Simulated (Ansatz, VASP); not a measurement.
**One calculation of AlN, two programs**

Contents of INCAR:

```
SYSTEM = AlN
PREC = Accurate
ENCUT = 520
EDIFF = 1E-6
ISMEAR = 0
SIGMA = 0.05
LREAL = .False.
LASPH = .True.
NELM = 100
ALGO = Normal
ISIF = 2
LWAVE = .False.
LCHARG = .True.
GGA = PE
LELF = .True.
LVHAR = .True.
NBANDS = 26
```

Contents of KPOINTS:

```
regular mesh
0
Gamma
  6 6 6
  0 0 0
```

POSCAR

```
AlN
1.0
    4.4031742088      0.0000000000      0.0000000000
    0.0000000000     -4.4031742088      0.0000000000
    0.0000000000      0.0000000000     -4.4031742088
Al N
4 4
Direct
    0.0000000000      0.0000000000      0.0000000000
    0.5000000000      0.5000000000      0.0000000000
    0.5000000000      0.0000000000      0.5000000000
    0.0000000000      0.5000000000      0.5000000000
    0.6697048825      0.6697048825      0.7500000000
    0.2500000000      0.2500000000      0.7500000000
    0.2500000000      0.7500000000      0.2500000000
    0.7500000000      0.2500000000      0.2500000000
```

Input for Ansatz:

```yaml
crystal:
  lattice:
    - [4.4031742011, 0.0, 0.0]
    - [0.0, -4.4031742011, 0.0]
    - [0.0, 0.0, -4.4031742011]
  atoms:
    - { symbol: Al, position: [0.5, 0.5, 1.0] }
    - { symbol: Al, position: [0.0, 0.0, 1.0] }
    - { symbol: Al, position: [0.0, 0.5, 0.5] }
    - { symbol: Al, position: [0.5, 0.0, 0.5] }
    - { symbol: "N", position: [0.6697048823, 0.6697048823, 0.75] }
    - { symbol: "N", position: [0.25, 0.25, 0.75] }
    - { symbol: "N", position: [0.25, 0.75, 0.25] }
    - { symbol: "N", position: [0.75, 0.25, 0.25] }
basis:
  ecutwfc: 420
kpoints:
  mp_grid: { grid: [6, 6, 6] }
hamiltonian:
  xc: pbe
scf:
  occupations: { method: gaussian, width: 0.05 }
output:
  forces: true
  stress: true
  eigenvalues: true
```

Alike in both runs: task single point; functional PBE; k mesh 6 × 6 × 6; occupations gaussian, width 0.05 eV; no spin polarisation.

|  | VASP | Ansatz |
| --- | --- | --- |
| version | VASP 6.6.1 | Ansatz 0.2.0 |
| potentials or method | VASP PAW PBE potentials, release 64 (Al, N), cutoff 520 eV | scalar-relativistic, plane waves, PAW |
| valence electrons in the cell | 32 | 32 |

|  | VASP | Ansatz | Ansatz less VASP |
| --- | --- | --- | --- |
| gap on the k mesh at the Fermi level (eV) | 2.74 | 2.74 | +0.007 |
| least direct gap on the mesh (eV) | 2.74 | 2.74 | +0.007 |
| pressure (GPa) | 9.0 | 9.1 | +0.15 |
| traceless stress, the component that is largest in VASP (GPa) | -9.67 | -9.59 | +0.084 |
| rms of the force components (eV/Å) | 3.841 | 3.815 | -0.0260 |

With one functional, cell and mesh, what is left measures potentials, basis and numerics.
